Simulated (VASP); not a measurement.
Wanted: the native input for a VASP 6.6.1 run.

* Task: single point
* Functional: PBE exchange alone
* Potentials or basis: VASP PAW PBE potentials, release 64 (In_d, P)
* Cutoff: 520 eV
* k mesh: 8 × 8 × 8
* Occupations: fermi-dirac, width 0.05 eV
* Spin: no spin polarisation
* Dipole correction: no
* Further INCAR settings: ALGO = Normal; EDIFF = 1e-06; NBANDS = 16

The structure of InP lies in POSCAR:

```
InP
1.0
    0.0000000000      2.9879753761      2.9879753761
    2.9879753761      0.0000000000      2.9879753761
    2.9879753761      2.9879753761      0.0000000000
In P
1 1
Direct
    0.0000000000      0.0000000000      0.0000000000
    0.7500000000      0.7500000000      0.7500000000
```

One way to write it, as run:

INCAR

```
PREC = Accurate ; ENCUT = 520
EDIFF = 1E-6 ; ISMEAR = -1
SIGMA = 0.05 ; LREAL = False
LASPH = True ; NELM = 80
ALGO = Normal ; ISIF = 2
LWAVE = False ; LCHARG = False
GGA = PE ; ALDAC = 0.0
AGGAC = 0.0 ; NBANDS = 16
```

KPOINTS

```
Automatic mesh
0
Gamma
  8 8 8
```

Potentials or basis: VASP PAW PBE potentials, release 64 (In_d, P).

Command:

```bash
$ cat potpaw_PBE.64/In_d/POTCAR potpaw_PBE.64/P/POTCAR > POTCAR
$ mpirun -np 1 vasp_std > vasp.out
```

It gave:

The pressure is 7.6 GPa and the band gap on the k mesh is 0.35 eV, direct.

Caveat: spin-orbit coupling is left out, which moves the levels of the heavy elements.

It took 19 s on 1 thread of Intel Xeon 6975P-C, with other jobs on the host, peak memory 0.18 GiB.
